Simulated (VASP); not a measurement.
# ZrC (P6_3/mmc) in VASP: a series of runs, part 2 of 2

VASP 6.6.1. The steps go on from the part before.

## 6. Relaxation of cell and atoms, PBE

INCAR

```
PREC = Accurate
ENCUT = 600
EDIFF = 1E-6
ISMEAR = -1
SIGMA = 0.05
LREAL = False
LASPH = True
NELM = 80
ALGO = Normal
ISIF = 3
LWAVE = False
LCHARG = False
GGA = PE
IBRION = 2
NSW = 60
EDIFFG = -0.01
```

KPOINTS

```
Automatic mesh
0
Gamma
  7 7 4
```

POSCAR

```
ZrC
1.0
    3.3914762718      0.0000000000      0.0000000000
   -1.6957381359      2.9371046077      0.0000000000
    0.0000000000      0.0000000000      5.2900530000
Zr C
2 2
Direct
    0.6666666667      0.3333333333      0.7500000000
    0.3333333333      0.6666666667      0.2500000000
    0.0000000000      0.0000000000      0.5000000000
    0.0000000000      0.0000000000      0.0000000000
```

Potentials or basis: VASP PAW PBE potentials, release 64 (Zr_sv, C).

Command:

```sh
> cat potpaw_PBE.64/Zr_sv/POTCAR potpaw_PBE.64/C/POTCAR > POTCAR
> mpirun -np 1 vasp_std > vasp.out
```

OUTCAR:

```text
PREC = Accurate
   ENCUT = 600
   EDIFF = 1E-6
   ISMEAR = -1
   LREAL = False
   LASPH = True
   NELM = 80
   ISIF = 3
   GGA = PE
   IBRION = 2
   NSW = 60
   EDIFFG = -0.01

 ion  position               nearest neighbor table
   1  0.667  0.333  0.750-   3 2.36   4 2.36   3 2.36   4 2.36   3 2.36   4 2.36   2 3.29   2 3.29
                             2 3.29   2 3.29   2 3.29   2 3.29
   2  0.333  0.667  0.250-   3 2.36   4 2.36   3 2.36   4 2.36   3 2.36   4 2.36   1 3.29   1 3.29
                             1 3.29   1 3.29   1 3.29   1 3.29
   3  0.000  0.000  0.500-   1 2.36   2 2.36   2 2.36   1 2.36   1 2.36   2 2.36
   4  0.000  0.000  0.000-   1 2.36   2 2.36   2 2.36   1 2.36   1 2.36   2 2.36

  LATTYP: Found a hexagonal cell.
 ALAT       =     3.3914762718
 C/A-ratio  =     1.5598083478

  Lattice vectors:

 A1 = (   3.3914762718,   0.0000000000,   0.0000000000)
 A2 = (  -1.6957381359,   2.9371046077,   0.0000000000)
 A3 = (   0.0000000000,   0.0000000000,   5.2900530000)

[... 224 lines left out ...]
 fundamental gap:      0.2204831799
 Fermi energy:        10.0441174034

 k-point     1 :       0.0000    0.0000    0.0000
  band No.  band energies     occupation
      1     -38.2332      2.00000
      2     -38.1141      2.00000
      3     -16.8267      2.00000
      4     -16.0645      2.00000
      5     -16.0645      2.00000
      6     -15.9687      2.00000
[... 654 lines left out ...]
--------------------------------------- Ionic step        5  -------------------------------------------

 number of electron      32.0000000 magnetization

 Free energy of the ion-electron system (eV)
  ---------------------------------------------------
  ext. energy  EPLUGINS =         0.00000000
  ---------------------------------------------------
  free energy    TOTEN  =       -38.26369707 eV

  energy without entropy =      -38.26039312  energy(sigma->0) =      -38.26204509

 E-fermi :   9.8720     XC(G=0): -12.1107

 val. band max:        9.7171143703   @ k =   0.1429   0.1429   0.2500
 cond. band min:       9.9343812386   @ k =   0.1429  -0.0000   0.0000
 fundamental gap:      0.2172668683
 Fermi energy:         9.8720124464

 k-point     1 :       0.0000    0.0000    0.0000
  band No.  band energies     occupation
      1     -38.4757      2.00000
      2     -38.3649      2.00000
      3     -17.0304      2.00000
      4     -16.3121      2.00000
      5     -16.3121      2.00000
      6     -16.2208      2.00000
[... 572 lines left out ...]
  FREE ENERGIE OF THE ION-ELECTRON SYSTEM (eV)
  ---------------------------------------------------
  free  energy   TOTEN  =       -38.2636970689 eV

  energy  without entropy=      -38.2603931206  energy(sigma->0) =      -38.26204509

 reached required accuracy - stopping structural energy minimisation
```

OSZICAR:

```text
N       E                     dE             d eps       ncg     rms          rms(c)
DAV:   1     0.293400854798E+03    0.29340E+03   -0.18897E+04   960   0.180E+03
DAV:   2    -0.162634854040E+02   -0.30966E+03   -0.29770E+03  1076   0.454E+02
DAV:   3    -0.437611774449E+02   -0.27498E+02   -0.26764E+02  1688   0.108E+02
[... 46 lines left out ...]
DAV:   2    -0.382637993866E+02    0.24944E-03   -0.95136E-04  1104   0.256E-01    0.789E-02
DAV:   3    -0.382636876989E+02    0.11169E-03   -0.33151E-04  1300   0.160E-01    0.335E-02
DAV:   4    -0.382636939305E+02   -0.62316E-05   -0.28715E-05  1340   0.367E-02    0.118E-02
DAV:   5    -0.382636964960E+02   -0.25655E-05   -0.10164E-05  1472   0.247E-02    0.792E-03
DAV:   6    -0.382636970689E+02   -0.57287E-06   -0.67407E-07   648   0.705E-03
   5 F= -.38263697E+02 E0= -.38262045E+02  d E =-.229612E-02
```

CONTCAR:

```text
ZrC
   1.00000000000000
     3.3611792061878005    0.0000000000000000   -0.0000000000000000
    -1.6805896030939003    2.9108665792200039    0.0000000000000000
    -0.0000000000000000   -0.0000000000000000    5.3328708620959713
  Zr              C
     2     2
Direct
     0.6666666667000030    0.3333333332999970    0.7500000000000000
     0.3333333332999970    0.6666666667000030    0.2500000000000000
     0.0000000000000000    0.0000000000000000    0.5000000000000000
     0.0000000000000000    0.0000000000000000    0.0000000000000000

  0.00000000E+00  0.00000000E+00  0.00000000E+00
  0.00000000E+00  0.00000000E+00  0.00000000E+00
  0.00000000E+00  0.00000000E+00  0.00000000E+00
  0.00000000E+00  0.00000000E+00  0.00000000E+00
```

It took 3.6 min on 1 thread of Intel Xeon 8259CL, shared host; peak memory 0.2 GiB.

What came out:

- Free energy: -38.2637 eV
- Relaxed volume: 13.04 Å³/atom
- Relaxed cell: a = 3.361 Å, b = 3.361 Å, c = 5.333 Å, α = 90.00°, β = 90.00°, γ = 120.00°
- Space group after relaxing (to 0.1 Å): P6_3/mmc (No. 194)
- Energy gained by relaxing: 2.9 meV/atom
- Ionic steps: 5
- Pressure after relaxing: 0.0 GPa
- Band gap on the k mesh: zero (bands 16 and 17 overlap by 1.02 eV)

Step by step:
```csv
step,energy change (eV),largest force (eV/Å),pressure (GPa),volume (Å³)
1,0.0000,0.0000,-2.15,52.69
2,-0.0023,0.0000,3.61,51.35
3,-0.0092,0.0000,0.87,51.97
4,-0.0113,0.0000,-0.20,52.23
5,-0.0115,0.0000,0.01,52.18
```

Final structure:
```xyz
4
Lattice="3.3612 0.0000 0.0000 -1.6806 2.9109 0.0000 0.0000 0.0000 5.3329" Properties=species:S:1:pos:R:3 pbc="T T T"
Zr    1.6806    0.9703    3.9997
Zr    0.0000    1.9406    1.3332
C     0.0000    0.0000    2.6664
C     0.0000    0.0000    0.0000
```

Levels at points of the mesh, in eV from the Fermi level:
```csv
k point,band 14,band 15,band 16,band 17,band 18,band 19
"(0.00, 0.00, 0.00)",-1.08,-1.08,0.87,1.24,1.24,1.74
"(0.00, 0.00, 0.50)",-2.37,-2.37,-2.37,3.37,3.37,3.37
```

## 7. Summary

```tsv
task	level	cell	cutoff (eV)	gap on the mesh (eV)	pressure (GPa)
single point	PBEsol	as given	520	none	-7.6
single point	RPBE	as given	520	none	1.1
single point	revPBE	as given	520	none	0.2
single point	r2SCAN	as given	520	none	-2.1
relaxation of cell and atoms	PBE	relaxed	600	none	0.0
```

Alike in all rows: potentials or basis VASP PAW PBE potentials, release 64 (Zr_sv, C); no spin polarisation; k mesh 7 × 7 × 4; smearing fermi-dirac 0.05 eV.

The pressure there spans -7.6 GPa (PBEsol) to 1.1 GPa (RPBE); a positive pressure means that this level wants a larger cell, a negative one a smaller.

Caveats: the PAW data sets were made with another functional, which shifts forces and pressure a little (at least some runs); the cell stands under tension (at least some runs).

Total energies depend on the potentials used, so only differences within one code and one set of settings carry meaning.
